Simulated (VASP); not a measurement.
# TlO2 (fluorite type) (Fm-3m) in VASP: notebook

Runs on TlO2 (fluorite type). Level: PBE. Tasks: single point.

All numbers are computed with VASP 6.6.1; they aren't measurements. Logs are shortened: lines on timing, memory, paths and dates and some standing lists are left out, and cuts for length are marked.

**1. The cell of the first run**

It takes space group Fm-3m (No. 225, cubic). The conventional cell has a = 5.498 Å, b = 5.498 Å, c = 5.498 Å, α = 90.00°, β = 90.00°, γ = 90.00°. Within 3.1 Å of Tl (site symmetry m-3m) lie 8 O at 2.38 Å. O (site symmetry -43m) has 4 Tl at 2.38 Å and 6 O at 2.75 Å within 3.1 Å.

**2. Single point, PBE**

Contents of INCAR:

```
ALGO = Normal ; EDIFF = 1E-7
ENCUT = 520 ; GGA = PE
ISIF = 2 ; ISMEAR = -1
LASPH = True ; LCHARG = True
LELF = True ; LREAL = False
LVHAR = True ; LWAVE = False
NBANDS = 20 ; NELM = 80
PREC = Accurate ; SIGMA = 0.06122561905347299
```

Contents of KPOINTS:

```
k-points
0
Gamma
  17 17 17
```

Contents of POSCAR:

```
TlO2
1.0
    0.0000000000      2.7488996593      2.7488996593
    2.7488996593      0.0000000000      2.7488996593
    2.7488996593      2.7488996593      0.0000000000
Tl O
1 2
Direct
    0.0000000000      0.0000000000      0.0000000000
    0.2500000000      0.2500000000      0.2500000000
    0.7500000000      0.7500000000      0.7500000000
```

Potentials or basis: VASP PAW PBE potentials, release 64 (Tl_d, O).

Run with:

```sh
> cat potpaw_PBE.64/Tl_d/POTCAR potpaw_PBE.64/O/POTCAR > POTCAR
> mpirun -np 1 vasp_std > vasp.out
```

OUTCAR:

```text
EDIFF = 1E-7
   ENCUT = 520
   GGA = PE
   ISIF = 2
   ISMEAR = -1
   LASPH = True
   LREAL = False
   NELM = 80
   PREC = Accurate

 ion  position               nearest neighbor table
   1  0.000  0.000  0.000-   3 2.38   3 2.38   3 2.38   2 2.38   3 2.38   2 2.38   2 2.38   2 2.38

   2  0.250  0.250  0.250-   1 2.38   1 2.38   1 2.38   1 2.38
   3  0.750  0.750  0.750-   1 2.38   1 2.38   1 2.38   1 2.38

  LATTYP: Found a face centered cubic cell.
 ALAT       =     5.4977993186

  Lattice vectors:

 A1 = (   0.0000000000,   2.7488996593,   2.7488996593)
 A2 = (   2.7488996593,   0.0000000000,   2.7488996593)
 A3 = (   2.7488996593,   2.7488996593,   0.0000000000)

Analysis of symmetry for initial positions (statically):
=====================================================================
 Subroutine PRICEL returns:
 Original cell was already a primitive cell.

 Routine SETGRP: Setting up the symmetry group for a
 face centered cubic supercell.

 Subroutine GETGRP returns: Found 48 space group operations
 (whereof 48 operations were pure point group operations)
 out of a pool of 48 trial point group operations.

The static configuration has the point symmetry O_h .

Analysis of symmetry for dynamics (positions and initial velocities):
=====================================================================
 Subroutine PRICEL returns:
 Original cell was already a primitive cell.

 Routine SETGRP: Setting up the symmetry group for a
 face centered cubic supercell.

 Subroutine GETGRP returns: Found 48 space group operations
 (whereof 48 operations were pure point group operations)
 out of a pool of 48 trial point group operations.

The dynamic configuration has the point symmetry O_h .

 Subroutine INISYM returns: Found 48 space group operations
 (whereof 48 operations are pure point group operations),
 and found     1 'primitive' translations

----------------------------------------------------------------------------------------

                                     Primitive cell

  volume of cell :      41.5438

  direct lattice vectors                    reciprocal lattice vectors
     0.000000000  2.748899659  2.748899659    -0.181890961  0.181890961  0.181890961
     2.748899659  0.000000000  2.748899659     0.181890961 -0.181890961  0.181890961
     2.748899659  2.748899659  0.000000000     0.181890961  0.181890961 -0.181890961

  length of vectors
     3.887531180  3.887531180  3.887531180     0.315044385  0.315044385  0.315044385

  position of ions in fractional coordinates (direct lattice)
     0.000000000  0.000000000  0.000000000
     0.250000000  0.250000000  0.250000000
     0.750000000  0.750000000  0.750000000

  ion indices of the primitive-cell ions
   primitive index   ion index
                 1           1
                 2           2
                 3           3

----------------------------------------------------------------------------------------

 KPOINTS: k-points

Automatic generation of k-mesh.
 Grid dimensions read from file:
 generate k-points for:   17   17   17

 Generating k-lattice:

  Cartesian coordinates                     Fractional coordinates (reciprocal lattice)
    -0.010699468  0.010699468  0.010699468     0.058823529  0.000000000  0.000000000
     0.010699468 -0.010699468  0.010699468     0.000000000  0.058823529  0.000000000
     0.010699468  0.010699468 -0.010699468     0.000000000  0.000000000  0.058823529

  Length of vectors
     0.018532023  0.018532023  0.018532023

  Shift w.r.t. Gamma in fractional coordinates (k-lattice)
     0.000000000  0.000000000  0.000000000

 Subroutine IBZKPT returns following result:
 ===========================================

 Found    165 irreducible k-points:

 Following reciprocal coordinates:
            Coordinates               Weight
  0.000000  0.000000  0.000000      1.000000
  0.058824  0.000000  0.000000      8.000000
  0.117647  0.000000  0.000000      8.000000
  0.176471  0.000000  0.000000      8.000000
  0.235294  0.000000  0.000000      8.000000
  0.294118  0.000000  0.000000      8.000000
[... 16 lines left out ...]
 -0.176471  0.058824  0.000000     24.000000
 -0.117647  0.058824  0.000000     24.000000
 [... further k-points ...]
   k-points           NKPTS =    165   k-points in BZ     NKDIM =    165   number of bands    NBANDS=     20
   number of dos      NEDOS =    301   number of ions     NIONS =      3
   total plane-waves  NPLWV =  27000
   dimension x,y,z NGX =    30 NGY =   30 NGZ =   30
   dimension x,y,z NGXF=    60 NGYF=   60 NGZF=   60
   ions per type =               1   2
   NGX,Y,Z   is equivalent  to a cutoff of  12.83, 12.83, 12.83 a.u.
   NGXF,Y,Z  is equivalent  to a cutoff of  25.66, 25.66, 25.66 a.u.
 SYSTEM =  unknown system
   PREC   = accura    normal or accurate (medium, high low for compatibility)
   ISTART =      0    job   : 0-new  1-cont  2-samecut
   ICHARG =      2    charge: 1-file 2-atom 10-const
   ISPIN  =      1    spin polarized calculation?
   LNONCOLLINEAR =      F non collinear calculations
   LSORBIT =      F    spin-orbit coupling
   LASPH  =      T    aspherical Exc in radial PAW
   ENCUT  =  520.0 eV  38.22 Ry    6.18 a.u.   7.23  7.23  7.23*2*pi/ulx,y,z
   NELM   =     80;   NELMIN=  2; NELMDL= -5     # of ELM steps
   EDIFF  = 0.1E-06   stopping-criterion for ELM
   LREAL  =      F    real-space projection
   EDIFFG = 0.1E-05   stopping-criterion for IOM
   NSW    =      0    number of steps for IOM
   IBRION =     -1    ionic relax: 0-MD 1-quasi-New 2-CG
   NFREE  =      0    steps in history (QN), initial steepest desc. (CG)
   ISIF   =      2    stress and relaxation
   ISYM   =      2    0-nonsym 1-usesym 2-fastsym
   POTIM  = 0.5000    time-step for ionic-motion
   TEBEG  =    0.0;   TEEND  =   0.0 temperature during run
   PSTRESS=    0.0 pullay stress
   NELECT =      25.0000    total number of electrons
   NUPDOWN=      -1.0000    fix difference up-down
   EMIN   =  10.00;   EMAX   =-10.00  energy-range for DOS
   EFERMI =   0.00;   METHOD = LEGACY
   ISMEAR =    -1;   SIGMA  =   0.06  broadening in eV -4-tet -1-fermi 0-gaus
   EFERMI_NEDOS =   21; number of points for ismear=-14 and -15
   IALGO  =     38    algorithm
   IMIX   =      4    mixing-type and parameters
     AMIX     =   0.40;   BMIX     =  1.00
     AMIX_MAG =   1.60;   BMIX_MAG =  1.00
  volume/ion in A,a.u.               =      13.85        93.45
  Fermi-wavevector in a.u.,A,eV,Ry     =   1.382142  2.611869 25.991428  1.910316
  Thomas-Fermi vector in A             =   2.506861
   LORBIT       =      0    0 simple, 1 ext, 2 COOP (PROOUT), +10 PAW based schemes
   GGA     = PE    functional components
   LHFCALC =     F    Hartree Fock is set to
   AEXX    =    0.0000 exact exchange contribution
   IVDW    =     0    specifies the selected vdW correction
   LEPSILON=     F    determine dielectric tensor
   LRPA    =     F    only Hartree local field effects (RPA)
 non-spin polarized calculation
  energy-cutoff  :      520.00
  volume of cell :       41.54
 maximum number of plane-waves:      1139
 NGX is ok and might be reduce to    30
   NGX = 15   NGY = 15   NGZ = 15

 number of electron      24.9999991 magnetization

 Free energy of the ion-electron system (eV)
  ---------------------------------------------------
  ext. energy  EPLUGINS =         0.00000000
  ---------------------------------------------------
  free energy    TOTEN  =       -12.46040037 eV

  energy without entropy =      -12.40725751  energy(sigma->0) =      -12.43382894

 E-fermi :   3.6649     XC(G=0): -10.7639

 val. band max:        3.6622530804   @ k =  -0.4118   0.4706   0.0588
 cond. band min:       3.6666042405   @ k =  -0.4118   0.2941   0.0000
 fundamental gap:      0.0043511602
 Fermi energy:         3.6648578423

 k-point     1 :       0.0000    0.0000    0.0000
  band No.  band energies     occupation
      1     -13.9477      2.00000
      2     -11.7782      2.00000
      3      -6.1358      2.00000
      4      -6.1358      2.00000
      5      -6.1358      2.00000
      6      -5.5516      2.00000
[... 12 lines left out ...]
     19      20.7740      0.00000
     20      20.7740      0.00000

 k-point     2 :       0.0588    0.0000    0.0000
  band No.  band energies     occupation
      1     -13.9250      2.00000
      2     -11.8057      2.00000
      3      -6.1271      2.00000
      4      -6.1271      2.00000
      5      -6.0915      2.00000
      6      -5.5530      2.00000
[... 12 lines left out ...]
     19      20.7153      0.00000
     20      20.7153      0.00000

 k-point     3 :       0.1176    0.0000    0.0000
  band No.  band energies     occupation
      1     -13.8595      2.00000
      2     -11.8835      2.00000
      3      -6.1031      2.00000
      4      -6.1031      2.00000
      5      -5.9670      2.00000
      6      -5.5563      2.00000
[... 12 lines left out ...]
     19      20.5670      0.00000
     20      20.5670      0.00000

 k-point     4 :       0.1765    0.0000    0.0000
  band No.  band energies     occupation
      1     -13.7558      2.00000
      2     -11.9987      2.00000
      3      -6.0686      2.00000
      4      -6.0686      2.00000
      5      -5.7839      2.00000
      6      -5.5582      2.00000
[... 12 lines left out ...]
     19      20.3845      0.00000
     20      20.3845      0.00000

 k-point     5 :       0.2353    0.0000    0.0000
  band No.  band energies     occupation
      1     -13.6218      2.00000
      2     -12.1364      2.00000
      3      -6.0315      2.00000
      4      -6.0315      2.00000
      5      -5.5730      2.00000
      6      -5.5543      2.00000
[... 12 lines left out ...]
     19      20.2120      0.00000
     20      20.2120      0.00000
[... 353 lines left out ...]
      6      -5.5159      2.00000
[... 12 lines left out ...]
     19      19.8768      0.00000
     20      20.9124      0.00000

 k-point    22 :      -0.2353    0.0588    0.0000
  band No.  band energies     occupation
      1     -13.5561      2.00000
      2     -12.1993      2.00000
      3      -6.0141      2.00000
      4      -6.0015      2.00000
      5      -5.5725      2.00000
      6      -5.5331      2.00000
[... 12 lines left out ...]
     19      19.9903      0.00000
     20      20.7466      0.00000

 k-point    23 :      -0.1765    0.0588    0.0000
  band No.  band energies     occupation
      1     -13.6965      2.00000
      2     -12.0605      2.00000
      3      -6.0523      2.00000
      4      -6.0374      2.00000
      5      -5.6947      2.00000
      6      -5.5751      2.00000
[... 12 lines left out ...]
     19      20.1545      0.00000
     20      20.5322      0.00000

 k-point    24 :      -0.1176    0.0588    0.0000
  band No.  band energies     occupation
      1     -13.8101      2.00000
      2     -11.9392      2.00000
      3      -6.0889      2.00000
      4      -6.0752      2.00000
      5      -5.8836      2.00000
      6      -5.5695      2.00000
[... 12 lines left out ...]
     19      20.3533      0.00000
     20      20.5919      0.00000

 [... further k-points ...]
[... 5 lines left out ...]
  --------------------------------------------------------------------------------------
  -------------------------------------------------------------------------------------
  Total       -0.5925381     -0.5925381     -0.5925381     -0.0000000     -0.0000000      0.0000000
  in kB      -22.8517903    -22.8517903    -22.8517903     -0.0000000     -0.0000000      0.0000000
  external PRESSURE =     -22.8517903 kB  Pullay stress =       0.0000000 kB

 VOLUME and BASIS-vectors are now :
 -----------------------------------------------------------------------------
  energy-cutoff  :      520.00
  volume of cell :       41.54
      direct lattice vectors                 reciprocal lattice vectors
     0.000000000  2.748899659  2.748899659    -0.181890961  0.181890961  0.181890961
     2.748899659  0.000000000  2.748899659     0.181890961 -0.181890961  0.181890961
     2.748899659  2.748899659  0.000000000     0.181890961  0.181890961 -0.181890961

 POSITION                                       TOTAL-FORCE (eV/Angst)
 -----------------------------------------------------------------------------------
      0.00000      0.00000      0.00000        -0.000000     -0.000000     -0.000000
      1.37445      1.37445      1.37445         0.000000     -0.000000      0.000000
      4.12335      4.12335      4.12335        -0.000000      0.000000     -0.000000
 -----------------------------------------------------------------------------------
    total drift:                                0.000000     -0.000000      0.000000

  FREE ENERGIE OF THE ION-ELECTRON SYSTEM (eV)
  ---------------------------------------------------
  free  energy   TOTEN  =       -12.4604003744 eV

  energy  without entropy=      -12.4072575139  energy(sigma->0) =      -12.43382894
```

Wall time 2.5 min (1 thread of Oxide Virtual Turin-like, shared host); peak memory 0.23 GiB.

What came out:

- Free energy: -12.4604 eV
- Pressure: -2.3 GPa
- Band gap on the k mesh: zero (an odd number of electrons rules out a gap without spin polarisation)

Caveat: spin-orbit coupling is left out, which moves the levels of the heavy elements; an odd number of electrons without spin polarisation forces a metal; a magnetic or distorted state may lie lower.

(Part 1 of 2 ends here.)
